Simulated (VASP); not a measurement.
Wanted: the native input for a VASP 6.6.1 run.

```yaml
Task: single point
Functional: PBEsol
Potentials_or_basis: VASP PAW PBE potentials, release 64 (K_sv, Ta_pv, O)
Cutoff: 520 eV
k_mesh: 8 × 8 × 8
Occupations: gaussian, width 0.05 eV
Spin: no spin polarisation
Dipole_correction: no
Further_INCAR_settings: ALGO = Normal; EDIFF = 1e-07; NBANDS = 27
```

The structure of KTaO3 lies in POSCAR:

```
KTaO3
1.0
    3.9660223151      0.0000000000      0.0000000000
    0.0000000000      3.9660223151      0.0000000000
    0.0000000000      0.0000000000      3.8097610359
K Ta O
1 1 3
Direct
    0.5000000000      0.5000000000      0.5000000000
    0.0000000000      0.0000000000      0.0000000000
    0.5000000000      0.0000000000      0.0000000000
    0.0000000000      0.5000000000      0.0000000000
    0.0000000000      0.0000000000      0.5000000000
```

This cell differs from its parent crystal: volume 11.985 Å^3 an atom, c/a of the conventional cell 0.9606.

These files were run (other wordings do the same):

INCAR

```
PREC = Accurate ; ENCUT = 520
EDIFF = 1E-7 ; ISMEAR = 0
SIGMA = 0.05 ; LREAL = False
LASPH = True ; NELM = 100
ALGO = Normal ; ISIF = 2
LWAVE = False ; LCHARG = True
GGA = PS ; LELF = True
LVHAR = True ; NBANDS = 27
```

KPOINTS

```
Automatic mesh
0
Gamma
  8 8 8
```

Potentials or basis: VASP PAW PBE potentials, release 64 (K_sv, Ta_pv, O).

The run is started by

```sh
$ cat potpaw_PBE.64/K_sv/POTCAR potpaw_PBE.64/Ta_pv/POTCAR potpaw_PBE.64/O/POTCAR > POTCAR
$ mpirun -np 1 vasp_std > vasp.out
```

Results of the run:

| Property | Result |
| --- | --- |
| Pressure | 14.3 GPa |
| Band gap on the k mesh | 2.12 eV, indirect (least direct gap 2.68 eV) |

Caveat: the PAW data sets were made with another functional, which shifts forces and pressure a little; spin-orbit coupling is left out, which moves the levels of the heavy elements.

Run time: 89 s on 1 thread of Intel(R) Xeon(R) Platinum 8375C CPU @ 2.90GHz (Ice Lake), on a shared host, peak memory 0.25 GiB.
